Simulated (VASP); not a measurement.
# AlN: single point with LDA

The system is AlN.

```
Al N
1.0
     0.00000    6.55198    6.55198
     6.55198    0.00000    6.55198
     6.55198    6.55198    0.00000
Al N
27 27
Direct
  0.00000 0.00000 0.00000
  0.00000 0.00000 0.33333
  0.00000 0.00000 0.66667
  0.00000 0.33333 0.00000
  0.00000 0.33333 0.33333
  0.00000 0.33333 0.66667
  0.00000 0.66667 0.00000
  0.00000 0.66667 0.33333
  0.00000 0.66667 0.66667
  0.33333 0.00000 0.00000
  0.33333 0.00000 0.33333
  0.33333 0.00000 0.66667
  0.33333 0.33333 0.00000
  0.33333 0.33333 0.33333
  0.33333 0.33333 0.66667
  0.33333 0.66667 0.00000
  0.33333 0.66667 0.33333
  0.33333 0.66667 0.66667
  0.66667 0.00000 0.00000
  0.66667 0.00000 0.33333
  0.66667 0.00000 0.66667
  0.66667 0.33333 0.00000
  0.66667 0.33333 0.33333
  0.66667 0.33333 0.66667
  0.66667 0.66667 0.00000
  0.66667 0.66667 0.33333
  0.66667 0.66667 0.66667
  0.08333 0.08333 0.08333
  0.08333 0.08333 0.41667
  0.08333 0.08333 0.75000
  0.08333 0.41667 0.08333
  0.08333 0.41667 0.41667
  0.08333 0.41667 0.75000
  0.08333 0.75000 0.08333
  0.08333 0.75000 0.41667
  0.08333 0.75000 0.75000
  0.41667 0.08333 0.08333
  0.41667 0.08333 0.41667
  0.41667 0.08333 0.75000
  0.41667 0.41667 0.08333
  0.41667 0.41667 0.41667
  0.41667 0.41667 0.75000
  0.41667 0.75000 0.08333
  0.41667 0.75000 0.41667
  0.41667 0.75000 0.75000
  0.75000 0.08333 0.08333
  0.75000 0.08333 0.41667
  0.75000 0.08333 0.75000
  0.75000 0.41667 0.08333
  0.75000 0.41667 0.41667
  0.75000 0.41667 0.75000
  0.75000 0.75000 0.08333
  0.75000 0.75000 0.41667
  0.75000 0.75000 0.75000
```

| Item | Value |
| --- | --- |
| Program | VASP 6.6.1 |
| Task | single point |
| Functional | LDA |
| Potentials or basis | VASP PAW LDA potentials, release 64 (Al, N) |
| Cutoff | 600 eV |
| k mesh | 3 × 3 × 3 |
| Occupations | fermi-dirac, width 0.1 eV |
| Spin | no spin polarisation |
| Dipole correction | no |
| Further INCAR settings | LREAL = Auto; ALGO = Normal; EDIFF = 1e-06; NBANDS = 141 |

```json
{
  "Pressure": "-3.1 GPa",
  "Band gap on the k mesh": "3.41 eV"
}
```

Levels at points of the mesh, in eV from the valence-band top:
```tsv
k point	band 105	band 106	band 107	band 108	band 109	band 110	band 111	band 112
(0.00, 0.00, 0.00)	-0.38	0.00	0.00	0.00	4.23	4.72	4.72	4.72
```

Wall time 22 min on 1 thread of Intel Xeon 8259CL (shared host), peak memory 0.83 GiB.

Caveat: the cell stands under tension; an odd mesh through Γ misses points on the zone boundary, where band edges can lie.
